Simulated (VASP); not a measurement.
A run of VASP 6.6.1 is set up as follows.

INCAR

```
SYSTEM = K2ZrO2
PREC = Accurate ; ENCUT = 520
EDIFF = 1E-6 ; ISMEAR = 0
SIGMA = 0.1 ; LREAL = .FALSE.
LASPH = .TRUE. ; NELM = 60
ALGO = Normal ; ISIF = 2
LWAVE = .FALSE. ; LCHARG = .TRUE.
GGA = PE ; LELF = .TRUE.
LVHAR = .TRUE. ; NBANDS = 29
```

KPOINTS

```
Automatic mesh
0
G
  12 12 4
  0 0 0
```

File POSCAR:

```
K2ZrO2
1.0
    3.9313689232      0.0000000000      0.0000000000
   -1.9656844616      3.4046653591      0.0000000000
    0.0000000000      0.0000000000     11.8020520360
K Zr O
2 1 2
Direct
    0.3333333333      0.6666666667      0.2622698939
    0.6666666667      0.3333333333      0.7377301061
    0.0000000000      0.0000000000      0.0000000000
    0.0000000000      0.0000000000      0.1654853588
    0.0000000000      0.0000000000      0.8345146412
```

Potentials or basis: VASP PAW PBE potentials, release 64 (K_sv, Zr_sv, O).

Command:

```console
$ cat potpaw_PBE.64/K_sv/POTCAR potpaw_PBE.64/Zr_sv/POTCAR potpaw_PBE.64/O/POTCAR > POTCAR
$ mpirun -np 1 vasp_std > vasp.out
```

Q: What does it give for the band gap on the k mesh?

A: Zero (bands 21 and 22 overlap by 0.95 eV).

Q: What does it give for the pressure?

A: 0.2 GPa.

Q: What does it give for the largest force?

A: 0.059 eV/Å.

Stress tensor (GPa, compression positive):
```
0.05 0.00 0.00
0.00 0.05 0.00
0.00 0.00 0.37
```
